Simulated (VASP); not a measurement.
# Si3O5 (a cell with a defect) in VASP: a series of runs

Si3O5 (a cell with a defect) is run at these levels: PBE; tasks: single point.

Program: VASP 6.6.1. These are calculated values, not measurements. Logs are shortened: lines on timing, memory, paths and dates and some standing lists are left out, and cuts for length are marked.

## (1) The cell of the first run

The cell holds a defect, 24 atoms: a = 7.189 Å, b = 7.189 Å, c = 8.731 Å, α = 114.31°, β = 114.31°, γ = 90.00°.

## (2) Single point, PBE

INCAR reads:

```
  PREC = Accurate
  ENCUT = 520
  EDIFF = 1E-7
  ISMEAR = 0
  SIGMA = 0.01
  LREAL = Auto
  LASPH = True
  NELM = 80
  ALGO = Normal
  ISIF = 2
  LWAVE = False
  LCHARG = False
  GGA = PE
  NBANDS = 81
```

KPOINTS reads:

```
regular mesh
0
Gamma
  2 2 2
```

POSCAR reads:

```
Si3O5
1.0
   -5.0832710680     -5.0832710680      0.0000000000
   -5.0832710680      5.0832710680      0.0000000000
    5.0832710680      0.0000000000     -7.0988988238
Si O
9 15
Direct
    0.5586500410      0.2708715679      0.4845884778
    0.0429929738      0.7505945536      0.5026053263
    0.6199531188      0.8194248087      0.2440583957
    0.1133090146      0.3351391583      0.2534646892
    0.8787356711      0.6695693017      0.7339382528
    0.3573672574      0.1558007857      0.7596776589
    0.7041080937     -0.0224071053     -0.0079539707
    0.1898426829      0.4958769793      0.0008891731
    0.6041125674      0.3925798300      0.7955446565
    0.0175436600      0.8024308817      0.6914792832
    0.9194128419      0.1426337166      0.1613491165
    0.4137778351      0.6477109847      0.1651338882
    0.3340234273      0.2588096927      0.3154656870
    0.8236888330      0.7304881024      0.3318167794
    0.0448017006      0.6267069725      0.9038566577
    0.5148070956      0.0912050124      0.9217803640
    0.2005568884      0.2876389863      0.8351385019
    0.7343387391      0.8218368781      0.8091800427
    0.7370212557      0.4627980322      0.5323008295
    0.2175457393      0.9446299776      0.5612707511
    0.6208103978      0.8383852986      0.0656644706
    0.0767546269      0.4152656405      0.0960073612
    0.6278199120      0.0465093597      0.4021222201
    0.1210886086      0.5297659442      0.4400831462
```

Potentials or basis: VASP PAW PBE potentials, release 64 (Si, O).

On the command line:

```console
$ cat potpaw_PBE.64/Si/POTCAR potpaw_PBE.64/O/POTCAR > POTCAR
$ mpirun -np 1 vasp_std > vasp.out
```

OUTCAR:

```text
PREC = Accurate
   ENCUT = 520
   EDIFF = 1E-7
   ISMEAR = 0
   LREAL = Auto
   LASPH = True
   NELM = 80
   ISIF = 2
   GGA = PE

 ion  position               nearest neighbor table
   1  0.559  0.271  0.485-  23 1.64  13 1.65  19 1.68   9 2.36   5 3.00
   2  0.043  0.751  0.503-  14 1.62  10 1.62  20 1.63  24 1.63   5 2.96   6 3.01   4 3.08   3 3.14

   3  0.620  0.819  0.244-  14 1.62  21 1.62  23 1.63  12 1.63   7 3.11   2 3.14
   4  0.113  0.335  0.253-  22 1.63  13 1.63  24 1.63  11 1.63   2 3.08   8 3.10
   5  0.879  0.670  0.734-  15 1.62  10 1.63  18 1.64  19 1.65   2 2.96   1 3.00   7 3.13   9 3.15

   6  0.357  0.156  0.760-  17 1.64  20 1.65  16 1.65   9 2.29   2 3.01   8 3.12
   7  0.704  0.978  0.992-  21 1.62  16 1.62  11 1.63  18 1.63   3 3.11   5 3.13
   8  0.190  0.496  0.001-  15 1.62  22 1.62  17 1.63  12 1.63   4 3.10   6 3.12
   9  0.604  0.393  0.796-   6 2.29   1 2.36   5 3.15
  10  0.018  0.802  0.691-   2 1.62   5 1.63
  11  0.919  0.143  0.161-   7 1.63   4 1.63
  12  0.414  0.648  0.165-   8 1.63   3 1.63
  13  0.334  0.259  0.315-   4 1.63   1 1.65
  14  0.824  0.730  0.332-   2 1.62   3 1.62
  15  0.045  0.627  0.904-   8 1.62   5 1.62
  16  0.515  0.091  0.922-   7 1.62   6 1.65
  17  0.201  0.288  0.835-   8 1.63   6 1.64
  18  0.734  0.822  0.809-   7 1.63   5 1.64
  19  0.737  0.463  0.532-   5 1.65   1 1.68
  20  0.218  0.945  0.561-   2 1.63   6 1.65
  21  0.621  0.838  0.066-   7 1.62   3 1.62
  22  0.077  0.415  0.096-   8 1.62   4 1.63
  23  0.628  0.047  0.402-   3 1.63   1 1.64
  24  0.121  0.530  0.440-   4 1.63   2 1.63

  LATTYP: Found a body centered tetragonal cell.
 ALAT       =     7.1888308856
 C/A-ratio  =     1.9749800591

  Lattice vectors:

 A1 = (   0.0000000000,  -5.0832710680,   7.0988988238)
 A2 = (   0.0000000000,   5.0832710680,   7.0988988238)
 A3 = (  -5.0832710680,   0.0000000000,  -7.0988988238)

Analysis of symmetry for initial positions (statically):
=====================================================================
 Subroutine PRICEL returns:
 Original cell was already a primitive cell.

 Routine SETGRP: Setting up the symmetry group for a
 body centered tetragonal supercell.

 Subroutine GETGRP returns: Found  1 space group operations
 (whereof  1 operations were pure point group operations)
 out of a pool of 16 trial point group operations.

The static configuration has the point symmetry C_1 .

Analysis of symmetry for dynamics (positions and initial velocities):
=====================================================================
 Subroutine PRICEL returns:
[... 144 lines left out ...]
   POTIM  = 0.5000    time-step for ionic-motion
   TEBEG  =    0.0;   TEEND  =   0.0 temperature during run
   PSTRESS=    0.0 pullay stress
   NELECT =     126.0000    total number of electrons
   NUPDOWN=      -1.0000    fix difference up-down
   EMIN   =  10.00;   EMAX   =-10.00  energy-range for DOS
   EFERMI =   0.00;   METHOD = LEGACY
   ISMEAR =     0;   SIGMA  =   0.01  broadening in eV -4-tet -1-fermi 0-gaus
   EFERMI_NEDOS =   21; number of points for ismear=-14 and -15
   IALGO  =     38    algorithm
   IMIX   =      4    mixing-type and parameters
     AMIX     =   0.40;   BMIX     =  1.00
     AMIX_MAG =   1.60;   BMIX_MAG =  1.00
  volume/ion in A,a.u.               =      15.29       103.16
  Fermi-wavevector in a.u.,A,eV,Ry     =   1.146470  2.166513 17.883393  1.314392
  Thomas-Fermi vector in A             =   2.283154
   LORBIT       =      0    0 simple, 1 ext, 2 COOP (PROOUT), +10 PAW based schemes
   GGA     = PE    functional components
   LHFCALC =     F    Hartree Fock is set to
   AEXX    =    0.0000 exact exchange contribution
   IVDW    =     0    specifies the selected vdW correction
   LEPSILON=     F    determine dielectric tensor
   LRPA    =     F    only Hartree local field effects (RPA)
 non-spin polarized calculation
 Gauss-broadening in eV      SIGMA  =   0.01
  energy-cutoff  :      520.00
  volume of cell :      366.87
 maximum number of plane-waves:      9926
 NGX is ok and might be reduce to    54
   NGX = 27   NGY = 27   NGZ = 33

 number of electron     126.0000009 magnetization

 Free energy of the ion-electron system (eV)
  ---------------------------------------------------
  ext. energy  EPLUGINS =         0.00000000
  ---------------------------------------------------
  free energy    TOTEN  =      -182.15925820 eV

  energy without entropy =     -182.15925820  energy(sigma->0) =     -182.15925820

 E-fermi :   2.3470     XC(G=0):  -8.3523

 val. band max:        2.3003808675   @ k =   0.0000   0.0000   0.0000
 cond. band min:       3.2160590247   @ k =   0.5000   0.5000  -0.0000
 fundamental gap:      0.9156781572
 Fermi energy:         2.3469888344

 k-point     1 :       0.0000    0.0000    0.0000
  band No.  band energies     occupation
      1     -19.0957      2.00000
      2     -18.3395      2.00000
      3     -18.3029      2.00000
      4     -18.2678      2.00000
      5     -18.2603      2.00000
      6     -18.0785      2.00000
[... 613 lines left out ...]
     74       9.2150      0.00000
     75       9.5397      0.00000
 [bands above 75 left out]

------------------------ aborting loop because EDIFF is reached ----------------------------------------

  FORCE on cell =-STRESS in cart. coord.  units (eV):
  Direction    XX          YY          ZZ          XY          YZ          ZX
  --------------------------------------------------------------------------------------
  -------------------------------------------------------------------------------------
  Total        6.7391735      1.8995509      0.6374265      0.2215075      0.5681139     -5.9015570
  in kB       29.4313171      8.2957184      2.7837690      0.9673677      2.4810667    -25.7732786
  external PRESSURE =      13.5036015 kB  Pullay stress =       0.0000000 kB

 VOLUME and BASIS-vectors are now :
 -----------------------------------------------------------------------------
  energy-cutoff  :      520.00
  volume of cell :      366.87
      direct lattice vectors                 reciprocal lattice vectors
    -5.083271068 -5.083271068  0.000000000    -0.098361861 -0.098361861 -0.070433459
    -5.083271068  5.083271068  0.000000000    -0.098361861  0.098361861 -0.070433459
     5.083271068  0.000000000 -7.098898824     0.000000000  0.000000000 -0.140866918

 POSITION                                       TOTAL-FORCE (eV/Angst)
 -----------------------------------------------------------------------------------
     -1.75339     -1.46286     -3.44004         0.041959     -0.007356     -0.024567
     -1.47914      3.59693     -3.56794        -0.015009     -0.015224      0.022115
     -6.07613      1.01397     -1.73255         0.023818     -0.016409      0.002239
     -0.99115      1.12762     -1.79932         0.026925     -0.014619      0.012201
     -4.13965     -1.06325     -5.21015        -0.016942      0.019871     -0.024102
      1.25308     -1.02462     -5.39287        -0.057085      0.005990      0.009967
[... 16 lines left out ...]
     -1.38370     -2.95496     -2.85462         0.004648     -0.002109      0.004611
     -1.07141      2.07742     -3.12411        -0.002957      0.001881     -0.000789
 -----------------------------------------------------------------------------------
    total drift:                               -0.004785     -0.001999     -0.004425

  FREE ENERGIE OF THE ION-ELECTRON SYSTEM (eV)
  ---------------------------------------------------
  free  energy   TOTEN  =      -182.1592581992 eV

  energy  without entropy=     -182.1592581992  energy(sigma->0) =     -182.15925820
```

stdout:

```text
POSCAR found type information on POSCAR SiO
 POSCAR found :  2 types and      24 ions
 scaLAPACK will be used
 LDA part: xc-table for (Slater+PW92), standard interpolation
 POSCAR, INCAR and KPOINTS ok, starting setup
 FFT: planning ... GRIDC
 FFT: planning ... GRID_SOFT
 FFT: planning ... GRID
 WAVECAR not read
 entering main loop
```

Wall time 5.7 min (1 thread of Intel Xeon 6975P-C (Granite Rapids), shared host); peak memory 0.51 GiB.

What came out:

```yaml
Free_energy: -182.1593 eV
Pressure: 1.4 GPa
Largest_force: 0.058 eV/Å
Band_gap_on_the_k_mesh: 0.92 eV
```

Forces on the atoms (eV/Å):
```
Si   0.042 -0.007 -0.025
Si  -0.015 -0.015  0.022
Si   0.024 -0.016  0.002
Si   0.027 -0.015  0.012
Si  -0.017  0.020 -0.024
Si  -0.057  0.006  0.010
Si   0.022  0.005  0.003
Si   0.005  0.019 -0.001
Si   0.009  0.001  0.013
O   -0.002  0.003 -0.004
O   -0.012  0.008  0.009
O   -0.006 -0.001  0.014
O    0.002 -0.001 -0.010
O    0.004  0.005 -0.010
O    0.016  0.000  0.001
O   -0.012  0.008  0.005
O   -0.001 -0.004 -0.004
O    0.001 -0.008 -0.008
O   -0.013 -0.002  0.011
O   -0.006 -0.002  0.002
O   -0.011 -0.001 -0.013
O    0.001 -0.001 -0.010
O    0.005 -0.002  0.005
O   -0.003  0.002 -0.001
```

Stress tensor (GPa, compression positive):
```
 2.94  0.10 -2.58
 0.10  0.83  0.25
-2.58  0.25  0.28
```

Caveat: the k points lie up to 0.49 Å⁻¹ apart.

## (3) Single point, PBE

INCAR reads:

```
SYSTEM = Si3O5
PREC = Accurate
ENCUT = 520
EDIFF = 1E-6
ISMEAR = 0
SIGMA = 0.01
LREAL = Auto
LASPH = .TRUE.
NELM = 60
ALGO = Normal
ISIF = 2
LWAVE = .FALSE.
LCHARG = .FALSE.
GGA = PE
NELECT = 128.0
NBANDS = 81
```

KPOINTS reads:

```
Automatic mesh
0
G
  2 2 2
  0 0 0
```

POSCAR reads:

```
Si3O5
1.0
   -5.0832710680     -5.0832710680      0.0000000000
   -5.0832710680      5.0832710680      0.0000000000
    5.0832710680      0.0000000000     -7.0988988238
Si O
9 15
Direct
    0.5422049230      0.2553225429      0.5015693795
    0.0291013746      0.7447550148      0.5085266998
    0.6370726250      0.8307281366      0.2336375147
    0.1264471931      0.3553836126      0.2581800673
    0.8511100719      0.6514210106      0.7283175655
    0.3613515712      0.1498004398      0.7672636208
    0.7058436228     -0.0032877332     -0.0174838598
    0.2002696259      0.5017293299     -0.0067465381
    0.6141895072      0.3543851695      0.7981184741
    0.0021972773      0.7825662688      0.6924866136
    0.9090422513      0.1881115457      0.1106250169
    0.4201261183      0.6624800145      0.0925727601
    0.3148678481      0.2392827178      0.3202590865
    0.8032611922      0.7184606297      0.3402745199
    0.0237942325      0.6128329800      0.8985322147
    0.4749405883      0.0520994517      0.9265311593
    0.1923119830      0.2696106150      0.8471956080
    0.7175809478      0.8215120919      0.7974333885
    0.7124985234      0.4478576314      0.5268217719
    0.1968535987      0.9406213740      0.5652053550
    0.7384420059      0.8907145423      0.1221339172
    0.1718023823      0.4947575743      0.1661088241
    0.6054874477      0.0374006434      0.3796941125
    0.1061038594      0.5242789725      0.4418815425
```

Potentials or basis: VASP PAW PBE potentials, release 64 (Si, O).

On the command line:

```console
$ cat potpaw_PBE.64/Si/POTCAR potpaw_PBE.64/O/POTCAR > POTCAR
$ mpirun -np 1 vasp_std > vasp.out
```

It took 6.1 min on 1 thread of Intel Xeon 6975P-C (Granite Rapids), shared host; peak memory 0.5 GiB.

Results (log left out):

- Free energy: -174.8031 eV
- Largest force: 0.061 eV/Å

Forces on the atoms (eV/Å):
```
Si   0.033 -0.019  0.006
Si   0.013 -0.019  0.011
Si   0.014 -0.014  0.006
Si   0.020  0.008  0.012
Si  -0.033  0.014 -0.042
Si  -0.030  0.015  0.013
Si  -0.036 -0.015 -0.016
Si  -0.034  0.044 -0.025
Si   0.001  0.006  0.019
O    0.003  0.001 -0.016
O    0.002 -0.006  0.007
O    0.016 -0.002 -0.005
O   -0.006 -0.025 -0.032
O   -0.016  0.004  0.004
O    0.024  0.004  0.013
O    0.016  0.034  0.010
O    0.000 -0.033  0.015
O    0.012 -0.008  0.000
O    0.024 -0.002  0.031
O   -0.035  0.003 -0.016
O    0.007  0.002  0.006
O    0.008 -0.020  0.002
O   -0.001  0.014 -0.009
O   -0.002  0.013  0.008
```

Levels at points of the mesh, in eV from the Fermi level:
| k point | band 60 | band 61 | band 62 | band 63 | band 64 | band 65 | band 66 | band 67 | band 68 | band 69 |
| --- | --- | --- | --- | --- | --- | --- | --- | --- | --- | --- |
| (0.00, 0.00, 0.00) | -4.51 | -4.37 | -2.73 | -1.41 | -0.06 | 1.50 | 2.78 | 3.14 | 3.34 | 3.87 |
| (0.50, 0.00, 0.00) | -4.53 | -4.46 | -2.81 | -1.48 | -0.17 | 2.53 | 2.86 | 2.96 | 3.36 | 3.61 |
| (0.00, 0.50, 0.50) | -4.52 | -4.43 | -2.80 | -1.43 | -0.24 | 2.62 | 2.76 | 3.02 | 3.28 | 3.79 |
| (0.50, 0.00, 0.50) | -4.52 | -4.43 | -2.85 | -1.46 | -0.16 | 2.47 | 2.66 | 3.04 | 3.28 | 3.94 |
| (0.00, 0.50, 0.00) | -4.57 | -4.45 | -2.77 | -1.49 | -0.25 | 2.55 | 2.93 | 3.10 | 3.39 | 3.52 |
| (0.50, 0.50, 0.00) | -4.38 | -4.29 | -2.77 | -1.47 | -0.37 | 2.71 | 3.10 | 3.37 | 3.51 | 3.68 |
| (0.50, 0.50, 0.50) | -4.58 | -4.39 | -2.77 | -1.42 | -0.30 | 2.34 | 3.05 | 3.20 | 3.46 | 3.69 |
| (0.00, 0.00, 0.50) | -4.54 | -4.46 | -2.78 | -1.50 | -0.09 | 2.40 | 2.78 | 3.10 | 3.26 | 3.48 |

Caveat: the k points lie up to 0.49 Å⁻¹ apart; the cell carries a net charge on a neutralising background, which shifts energy and pressure; the cell is charged against a uniform background, so pressure and absolute levels hang on convention.
